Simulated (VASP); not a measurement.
A run of VASP 6.6.1 is set up as follows.

File INCAR:

```
PREC = Accurate
ENCUT = 600
EDIFF = 1E-7
ISMEAR = 0
SIGMA = 0.1
LREAL = False
LASPH = True
NELM = 100
ALGO = Normal
ISIF = 3
LWAVE = False
LCHARG = False
GGA = PE
IBRION = 2
NSW = 100
EDIFFG = -0.01
```

File KPOINTS:

```
Automatic mesh
0
Gamma
  14 14 14
```

File POSCAR:

```
AlH2
1.0
   -1.8412811664      1.8412811664      4.6621599632
    1.8412811664     -1.8412811664      4.6621599632
    1.8412811664      1.8412811664     -4.6621599632
Al H
2 4
Direct
    0.0000000000      0.0000000000      0.0000000000
    0.7500000000      0.2500000000      0.5000000000
    0.2141401989      0.2141401989      0.0000000000
    0.9641401989      0.4641401989      0.5000000000
    0.5358598011      0.0358598011      0.5000000000
    0.7858598011      0.7858598011      0.0000000000
```

Potentials or basis: VASP PAW PBE potentials, release 64 (Al, H).

Run with:

```sh
$ cat potpaw_PBE.64/Al/POTCAR potpaw_PBE.64/H/POTCAR > POTCAR
$ mpirun -np 1 vasp_std > vasp.out
```

What does it give for the relaxed volume?

10.66 Å³/atom.

Predict the band gap on the k mesh.

zero (bands 5 and 6 overlap by 2.81 eV).

Estimate the space group after relaxing (to 0.1 Å).

I4_1/amd (No. 141).

Estimate the relaxed cell.

a = 5.299 Å, b = 5.299 Å, c = 5.299 Å, α = 138.78°, β = 138.78°, γ = 59.72°.

Stress tensor (GPa, compression positive):
```
 0.02  0.00  0.00
 0.00  0.02  0.00
 0.00  0.00 -0.09
```
